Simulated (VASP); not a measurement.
# PtS2 in VASP: notebook

PtS2 is run at these levels: PBE+D3(BJ); tasks: single point, relaxation of cell and atoms.

Program: VASP 6.6.1. These are calculated values, not measurements. Logs are shortened: lines on timing, memory, paths and dates and some standing lists are left out, and cuts for length are marked.

## 1. The cell of the first run

The structure is trigonal, space group R-3m (No. 166). The conventional cell has a = 3.544 Å, b = 3.544 Å, c = 16.009 Å, α = 90.00°, β = 90.00°, γ = 120.00°. Within 3.2 Å of Pt (site symmetry -3m) lie 6 S at 2.39 Å. S (site symmetry 3m) has 3 Pt at 2.39 Å within 3.2 Å.

## 2. Single point, PBE+D3(BJ)

File INCAR:

```
SYSTEM = PtS2
PREC     = Accurate       ! precision mode
ENCUT    = 520            ! plane-wave cutoff, eV
EDIFF    = 1E-6           ! SCF threshold, eV
ISMEAR   = 0              ! smearing method
SIGMA    = 0.1            ! smearing width, eV
LREAL    = .FALSE.        ! projectors in reciprocal space
LASPH    = .TRUE.         ! aspherical terms in the spheres
NELM     = 100            ! most SCF steps
ALGO     = Normal         ! electronic algorithm
ISIF     = 2              ! what is computed and relaxed
LWAVE    = .FALSE.        ! write WAVECAR
LCHARG   = .TRUE.         ! write CHGCAR
GGA      = PE             ! functional
IVDW     = 12             ! dispersion correction
LELF     = .TRUE.         ! ELF
LVHAR    = .TRUE.       
NBANDS   = 31             ! bands
```

File KPOINTS:

```
Automatic mesh
0
G
  4 4 2
  0 0 0
```

File POSCAR:

```
PtS2
1.0
   -1.7717696714      3.0687950902      0.0000000000
    0.0000000000     -2.0458633934      5.3362047162
    5.3153090142      3.0687950902      0.0000000000
Pt S
2 4
Direct
    0.5000000000      1.0000000000      0.5000000000
    0.0000000000      0.0000000000      0.0000000000
    0.1157717610      0.2315435220      0.3719239203
    0.6157717610      0.2315435220      0.8719239203
    0.3842282390      0.7684564780      0.1280760797
    0.8842282390      0.7684564780      0.6280760797
```

Potentials or basis: VASP PAW PBE potentials, release 64 (Pt, S).

Started as:

```
$ cat potpaw_PBE.64/Pt/POTCAR potpaw_PBE.64/S/POTCAR > POTCAR
$ mpirun -np 1 vasp_std > vasp.out
```

OUTCAR:

```text
SYSTEM = PtS2
   PREC = Accurate
   ENCUT = 520
   EDIFF = 1E-6
   ISMEAR = 0
   LREAL = .FALSE.
   LASPH = .TRUE.
   NELM = 100
   ISIF = 2
   GGA = PE
   IVDW = 12
 IVDW          = 12

 ion  position               nearest neighbor table
   1  0.500  0.000  0.500-   4 2.39   5 2.39   3 2.39   6 2.39   3 2.39   6 2.39
   2  0.000  0.000  0.000-   3 2.39   6 2.39   5 2.39   4 2.39   4 2.39   5 2.39
   3  0.116  0.232  0.372-   2 2.39   1 2.39   1 2.39
   4  0.616  0.232  0.872-   1 2.39   2 2.39   2 2.39
   5  0.384  0.768  0.128-   1 2.39   2 2.39   2 2.39
   6  0.884  0.768  0.628-   2 2.39   1 2.39   1 2.39

  LATTYP: Found a base centered monoclinic cell.
 ALAT       =    10.8667327250
 B/A-ratio  =     0.3260905953
 C/A-ratio  =     0.5648054789
 COS(beta)  =    -0.1882684929

  Lattice vectors:

 A1 = (  -1.7717696714,   1.0229316968,   5.3362047162)
 A2 = (   0.0000000000,  -2.0458633934,   5.3362047162)
 A3 = (   5.3153090142,   3.0687950902,   0.0000000000)

Analysis of symmetry for initial positions (statically):
=====================================================================
 Subroutine PRICEL returns following result:

  LATTYP: Found a trigonal (rhomboedric) cell.
 ALAT       =     5.7149486260
 COS(alpha) =     0.8077705777

  Lattice vectors:

 A1 = (   0.0000000000,  -2.0458633934,   5.3362047162)
 A2 = (   1.7717696714,   1.0229316968,   5.3362047162)
 A3 = (  -1.7717696714,   1.0229316968,   5.3362047162)

   2 primitive cells build up your supercell.

 Routine SETGRP: Setting up the symmetry group for a
 base centered monoclinic supercell.

 Subroutine GETGRP returns: Found  4 space group operations
 (whereof  4 operations were pure point group operations)
 out of a pool of  4 trial point group operations.

The static configuration has the point symmetry C_2h.

Analysis of symmetry for dynamics (positions and initial velocities):
=====================================================================
 Subroutine PRICEL returns following result:

  LATTYP: Found a trigonal (rhomboedric) cell.
 ALAT       =     5.7149486260
 COS(alpha) =     0.8077705777

  Lattice vectors:

 A1 = (   0.0000000000,  -2.0458633934,   5.3362047162)
 A2 = (   1.7717696714,   1.0229316968,   5.3362047162)
 A3 = (  -1.7717696714,   1.0229316968,   5.3362047162)

   2 primitive cells build up your supercell.

 Routine SETGRP: Setting up the symmetry group for a
 base centered monoclinic supercell.

 Subroutine GETGRP returns: Found  4 space group operations
 (whereof  4 operations were pure point group operations)
 out of a pool of  4 trial point group operations.

The dynamic configuration has the point symmetry C_2h.

 Subroutine INISYM returns: Found  4 space group operations
 (whereof  4 operations are pure point group operations),
 and found     2 'primitive' translations

----------------------------------------------------------------------------------------

                                     Primitive cell

  volume of cell :      58.0280

  direct lattice vectors                    reciprocal lattice vectors
     0.000000000 -2.045863393  5.336204716    -0.000000000 -0.325860792  0.062466369
     1.771769671  1.022931697  5.336204716     0.282203724  0.162930396  0.062466369
    -1.771769671  1.022931697  5.336204716    -0.282203724  0.162930396  0.062466369

  length of vectors
     5.714948626  5.714948626  5.714948626     0.331794068  0.331794068  0.331794068

  position of ions in fractional coordinates (direct lattice)
     0.000000000  1.000000000  0.000000000
     0.743847841  0.743847841  0.743847841
     0.256152159  0.256152159  0.256152159

  ion indices of the primitive-cell ions
   primitive index   ion index
                 1           1
                 2           4
                 3           5

----------------------------------------------------------------------------------------

 KPOINTS: Automatic mesh

Automatic generation of k-mesh.
 Grid dimensions read from file:
 generate k-points for:    4    4    2

 Generating k-lattice:

  Cartesian coordinates                     Fractional coordinates (reciprocal lattice)
    -0.035275466  0.061098899  0.023424888     0.250000000 -0.000000000  0.000000000
     0.000000000  0.000000000  0.046849777     0.000000000  0.250000000  0.000000000
     0.070550931  0.040732599  0.015616592     0.000000000  0.000000000  0.500000000

  Length of vectors
     0.074338141  0.046849777  0.082948517

  Shift w.r.t. Gamma in fractional coordinates (k-lattice)
     0.000000000  0.000000000  0.000000000

 Subroutine IBZKPT returns following result:
 ===========================================

 Found     14 irreducible k-points:

 Following reciprocal coordinates:
            Coordinates               Weight
  0.000000  0.000000  0.000000      1.000000
  0.250000  0.000000  0.000000      4.000000
  0.500000  0.000000  0.000000      2.000000
  0.000000  0.250000  0.000000      2.000000
  0.250000  0.250000  0.000000      4.000000
  0.500000  0.250000  0.000000      2.000000
  0.000000  0.500000  0.000000      1.000000
  0.000000  0.000000  0.500000      1.000000
  0.250000  0.000000  0.500000      4.000000
  0.500000  0.000000  0.500000      2.000000
  0.000000  0.250000  0.500000      2.000000
  0.250000  0.250000  0.500000      4.000000
  0.500000  0.250000  0.500000      2.000000
  0.000000  0.500000  0.500000      1.000000
   k-points           NKPTS =     14   k-points in BZ     NKDIM =     14   number of bands    NBANDS=     31
   number of dos      NEDOS =    301   number of ions     NIONS =      6
   total plane-waves  NPLWV =  64512
   dimension x,y,z NGX =    28 NGY =   48 NGZ =   48
   dimension x,y,z NGXF=    56 NGYF=   96 NGZF=   96
   ions per type =               2   4
   NGX,Y,Z   is equivalent  to a cutoff of  13.14, 13.96, 13.00 a.u.
   NGXF,Y,Z  is equivalent  to a cutoff of  26.27, 27.93, 26.00 a.u.
 SYSTEM =  PtS2
   PREC   = accura    normal or accurate (medium, high low for compatibility)
   ISTART =      0    job   : 0-new  1-cont  2-samecut
   ICHARG =      2    charge: 1-file 2-atom 10-const
   ISPIN  =      1    spin polarized calculation?
   LNONCOLLINEAR =      F non collinear calculations
   LSORBIT =      F    spin-orbit coupling
   LASPH  =      T    aspherical Exc in radial PAW
   ENCUT  =  520.0 eV  38.22 Ry    6.18 a.u.   6.59 10.63 11.41*2*pi/ulx,y,z
   NELM   =    100;   NELMIN=  2; NELMDL= -5     # of ELM steps
   EDIFF  = 0.1E-05   stopping-criterion for ELM
   LREAL  =      F    real-space projection
   EDIFFG = 0.1E-04   stopping-criterion for IOM
   NSW    =      0    number of steps for IOM
   IBRION =     -1    ionic relax: 0-MD 1-quasi-New 2-CG
   NFREE  =      0    steps in history (QN), initial steepest desc. (CG)
   ISIF   =      2    stress and relaxation
   ISYM   =      2    0-nonsym 1-usesym 2-fastsym
   POTIM  = 0.5000    time-step for ionic-motion
   TEBEG  =    0.0;   TEEND  =   0.0 temperature during run
   PSTRESS=    0.0 pullay stress
   NELECT =      44.0000    total number of electrons
   NUPDOWN=      -1.0000    fix difference up-down
   EMIN   =  10.00;   EMAX   =-10.00  energy-range for DOS
   EFERMI =   0.00;   METHOD = LEGACY
   ISMEAR =     0;   SIGMA  =   0.10  broadening in eV -4-tet -1-fermi 0-gaus
   EFERMI_NEDOS =   21; number of points for ismear=-14 and -15
   IALGO  =     38    algorithm
   IMIX   =      4    mixing-type and parameters
     AMIX     =   0.40;   BMIX     =  1.00
     AMIX_MAG =   1.60;   BMIX_MAG =  1.00
  volume/ion in A,a.u.               =      19.34       130.53
  Fermi-wavevector in a.u.,A,eV,Ry     =   1.184868  2.239075 19.101374  1.403911
  Thomas-Fermi vector in A             =   2.321073
   LORBIT       =      0    0 simple, 1 ext, 2 COOP (PROOUT), +10 PAW based schemes
   GGA     = PE    functional components
   LHFCALC =     F    Hartree Fock is set to
   AEXX    =    0.0000 exact exchange contribution
   IVDW    =    12    specifies the selected vdW correction
   LEPSILON=     F    determine dielectric tensor
   LRPA    =     F    only Hartree local field effects (RPA)
 non-spin polarized calculation
 Gauss-broadening in eV      SIGMA  =   0.10
  energy-cutoff  :      520.00
  volume of cell :      116.06
 maximum number of plane-waves:      3148
 NGX is ok and might be reduce to    28
   NGX = 13   NGY = 21   NGZ = 23

 number of electron      44.0000004 magnetization

 Free energy of the ion-electron system (eV)
  ---------------------------------------------------
  ext. energy  EPLUGINS =         0.00000000
  ---------------------------------------------------
  free energy    TOTEN  =       -30.74623696 eV

  energy without entropy =      -30.74623696  energy(sigma->0) =      -30.74623696

 E-fermi :   6.1846     XC(G=0): -10.2775

 val. band max:        5.7488484462   @ k =   0.0000   0.0000   0.0000
 cond. band min:       6.6265926822   @ k =   0.5000   0.2500   0.0000
 fundamental gap:      0.8777442360
 Fermi energy:         6.1846011716

 k-point     1 :       0.0000    0.0000    0.0000
  band No.  band energies     occupation
      1      -9.0104      2.00000
      2      -7.3219      2.00000
      3      -6.8225      2.00000
      4      -6.3925      2.00000
      5      -1.0679      2.00000
      6      -0.6680      2.00000
[... 23 lines left out ...]
     30      12.1011      0.00000
     31      13.7854      0.00000

 k-point     2 :       0.2500    0.0000    0.0000
  band No.  band energies     occupation
      1      -8.4197      2.00000
      2      -7.0406      2.00000
      3      -6.9112      2.00000
      4      -6.6382      2.00000
      5      -0.4873      2.00000
      6      -0.2898      2.00000
[... 23 lines left out ...]
     30      13.6349      0.00000
     31      13.7669      0.00000

 k-point     3 :       0.5000    0.0000    0.0000
  band No.  band energies     occupation
      1      -7.2385      2.00000
      2      -7.2385      2.00000
      3      -6.9245      2.00000
      4      -6.9245      2.00000
      5      -0.4602      2.00000
      6      -0.4602      2.00000
[... 23 lines left out ...]
     30      13.8446      0.00000
     31      14.1349      0.00000

 k-point     4 :       0.0000    0.2500    0.0000
  band No.  band energies     occupation
      1      -8.8970      2.00000
      2      -7.2671      2.00000
      3      -6.8676      2.00000
      4      -6.6635      2.00000
      5      -1.2269      2.00000
      6      -0.3735      2.00000
[... 23 lines left out ...]
     30      12.2823      0.00000
     31      14.0559      0.00000

 k-point     5 :       0.2500    0.2500    0.0000
  band No.  band energies     occupation
      1      -8.2502      2.00000
      2      -7.0011      2.00000
      3      -6.9401      2.00000
      4      -6.9105      2.00000
      5      -0.6585      2.00000
      6      -0.4445      2.00000
[... 23 lines left out ...]
     30      13.3307      0.00000
     31      14.0643      0.00000
[... 202 lines left out ...]
     30      13.3628      0.00000
     31      14.1407      0.00000

 k-point    12 :       0.2500    0.2500    0.5000
  band No.  band energies     occupation
      1      -7.7303      2.00000
      2      -7.6247      2.00000
      3      -6.9972      2.00000
      4      -6.8765      2.00000
      5      -0.4190      2.00000
      6      -0.3648      2.00000
[... 23 lines left out ...]
     30      13.8541      0.00000
     31      13.9442      0.00000

 k-point    13 :       0.5000    0.2500    0.5000
  band No.  band energies     occupation
      1      -7.2664      2.00000
      2      -7.2664      2.00000
      3      -6.8688      2.00000
      4      -6.8688      2.00000
      5      -1.2218      2.00000
      6      -1.2218      2.00000
[... 23 lines left out ...]
     30      12.2816      0.00000
     31      14.7806      0.00000

 k-point    14 :       0.0000    0.5000    0.5000
  band No.  band energies     occupation
      1      -8.0607      2.00000
      2      -8.0607      2.00000
      3      -6.9624      2.00000
      4      -6.9624      2.00000
      5      -0.4187      2.00000
      6      -0.4187      2.00000
[... 23 lines left out ...]
     30      13.3778      0.00000
     31      14.0836      0.00000

------------------------ aborting loop because EDIFF is reached ----------------------------------------

 Edisp (eV)   -2.38537

 E8    (eV) :    -0.9525

  FORCE on cell =-STRESS in cart. coord.  units (eV):
  Direction    XX          YY          ZZ          XY          YZ          ZX
  --------------------------------------------------------------------------------------
  -------------------------------------------------------------------------------------
  Total      -0.30303    -0.25523    -0.31246    -0.04139    -0.02413    -0.04179
  in kB      -4.18337    -3.52353    -4.31364    -0.57143    -0.33312    -0.57698
  external pressure =       -4.01 kB  Pullay stress =        0.00 kB

 VOLUME and BASIS-vectors are now :
 -----------------------------------------------------------------------------
  energy-cutoff  :      520.00
  volume of cell :      116.06
      direct lattice vectors                 reciprocal lattice vectors
    -1.771769671  3.068795090  0.000000000    -0.141101862  0.244395594  0.093699554
     0.000000000 -2.045863393  5.336204716     0.000000000  0.000000000  0.187399107
     5.315309014  3.068795090  0.000000000     0.141101862  0.081465198  0.031233185

 POSITION                                       TOTAL-FORCE (eV/Angst)
 -----------------------------------------------------------------------------------
      1.77177      3.06880      0.00000         0.000000     -0.000000      0.000000
      0.00000      0.00000      0.00000         0.000000     -0.000000      0.000000
      1.77177      1.02293      1.23556        -0.011904     -0.006873     -0.012374
      3.54354      4.09173      1.23556        -0.011904     -0.006873     -0.012374
      0.00000      0.00000      4.10064         0.011904      0.006873      0.012374
      1.77177      3.06880      4.10064         0.011904      0.006873      0.012374
 -----------------------------------------------------------------------------------
    total drift:                                0.000000      0.000000     -0.000000

  FREE ENERGIE OF THE ION-ELECTRON SYSTEM (eV)
  ---------------------------------------------------
  free  energy   TOTEN  =       -33.1316046302 eV

  energy  without entropy=      -33.1316046302  energy(sigma->0) =      -33.13160463
```

Wall time 78 s (1 thread of Intel Xeon Platinum 8259CL at 2.50GHz (Skylake/Cascade Lake), shared host); peak memory 0.26 GiB.

Results:

```
Free energy                : -33.1316 eV
Pressure                   : -0.4 GPa
Largest force              : 0.018 eV/Å
Band gap on the k mesh     : 0.88 eV
Dispersion energy per atom : -0.398 eV
```

Forces in eV/Å, atoms in the order of the input:
```
Pt   0.000  0.000  0.000
Pt   0.000  0.000  0.000
S   -0.012 -0.007 -0.012
S   -0.012 -0.007 -0.012
S    0.012  0.007  0.012
S    0.012  0.007  0.012
```

Caveat: the k points lie up to 0.52 Å⁻¹ apart; spin-orbit coupling is left out, which moves the levels of the heavy elements.

## 3. Single point, PBE+D3(BJ)

This run uses another cell than the first one, of 19.25 Å³/atom, 0.995 times its volume.

File INCAR:

```
SYSTEM = PtS2
PREC = Accurate
ENCUT = 520
EDIFF = 1E-6
ISMEAR = 0
SIGMA = 0.1
LREAL = .FALSE.
LASPH = .TRUE.
NELM = 80
ALGO = Normal
ISIF = 2
LWAVE = .FALSE.
LCHARG = .TRUE.
GGA = PE
IVDW = 12
LELF = .TRUE.
LVHAR = .TRUE.
NBANDS = 31
```

KPOINTS is that of step 2.

File POSCAR:

```
PtS2
1.0
   -1.7727928703      3.0703053406     -0.0007088637
    0.0080468760     -2.0440781656      5.3043707805
    5.3174176348      3.0699405767      0.0094065029
Pt S
2 4
Direct
    0.5000055201      0.9999969607      0.4999964376
   -0.0000019168      0.0000037808      0.0000030643
    0.1166288813      0.2329305639      0.3713553868
    0.6166601443      0.2329291255      0.8713424994
    0.3833418644      0.7670696378      0.1286479161
    0.8833655067      0.7670699314      0.6286546959
```

Potentials or basis: VASP PAW PBE potentials, release 64 (Pt, S).

Started as:

```
$ cat potpaw_PBE.64/Pt/POTCAR potpaw_PBE.64/S/POTCAR > POTCAR
$ mpirun -np 1 vasp_std > vasp.out
```

It took 1.7 min on 1 thread of Intel Xeon Platinum 8259CL at 2.50GHz (Skylake/Cascade Lake), shared host; peak memory 0.26 GiB.

The run converged. Its results:

* Free energy: -33.1320 eV
* Pressure: -0.5 GPa
* Largest force: 0.043 eV/Å
* Band gap on the k mesh: 0.82 eV
* Dispersion energy per atom: -0.400 eV

Forces on the atoms (eV/Å):
```
Pt   0.001  0.000  0.000
Pt  -0.001  0.000  0.000
S   -0.001 -0.001 -0.043
S    0.000 -0.001 -0.043
S    0.000  0.001  0.043
S    0.000  0.001  0.043
```

Stress tensor (GPa, compression positive):
```
-0.54  0.00  0.00
 0.00 -0.53  0.00
 0.00  0.00 -0.36
```

Levels at points of the mesh, in eV from the valence-band top:
| k point | band 18 | band 19 | band 20 | band 21 | band 22 | band 23 | band 24 | band 25 | band 26 | band 27 |
| --- | --- | --- | --- | --- | --- | --- | --- | --- | --- | --- |
| (0.00, 0.00, 0.00) | -2.20 | -1.61 | -0.75 | -0.75 | 0.00 | 1.92 | 2.11 | 2.52 | 2.53 | 5.13 |
| (0.50, 0.00, 0.00) | -2.56 | -1.74 | -1.74 | -0.87 | -0.87 | 1.33 | 1.33 | 2.02 | 2.02 | 6.30 |
| (0.00, 0.50, 0.00) | -2.25 | -1.59 | -1.07 | -0.98 | -0.97 | 2.70 | 2.73 | 2.74 | 2.75 | 4.21 |
| (0.50, 0.50, 0.00) | -2.56 | -1.74 | -1.74 | -0.87 | -0.87 | 1.33 | 1.33 | 2.02 | 2.02 | 6.30 |
| (0.00, 0.00, 0.50) | -1.29 | -0.84 | -0.84 | -0.60 | -0.60 | 1.46 | 1.46 | 1.99 | 1.99 | 5.82 |
| (0.50, 0.00, 0.50) | -2.45 | -2.40 | -2.32 | -2.21 | -1.61 | 1.91 | 2.11 | 2.71 | 2.74 | 4.20 |
| (0.00, 0.50, 0.50) | -1.15 | -1.10 | -1.10 | -0.65 | -0.65 | 1.53 | 1.53 | 2.39 | 2.39 | 5.66 |
| (0.50, 0.50, 0.50) | -2.45 | -2.40 | -2.32 | -2.21 | -1.61 | 1.91 | 2.11 | 2.71 | 2.74 | 4.20 |

Caveat: the k points lie up to 0.52 Å⁻¹ apart; spin-orbit coupling is left out, which moves the levels of the heavy elements.

(Continued in part 2 of 2.)
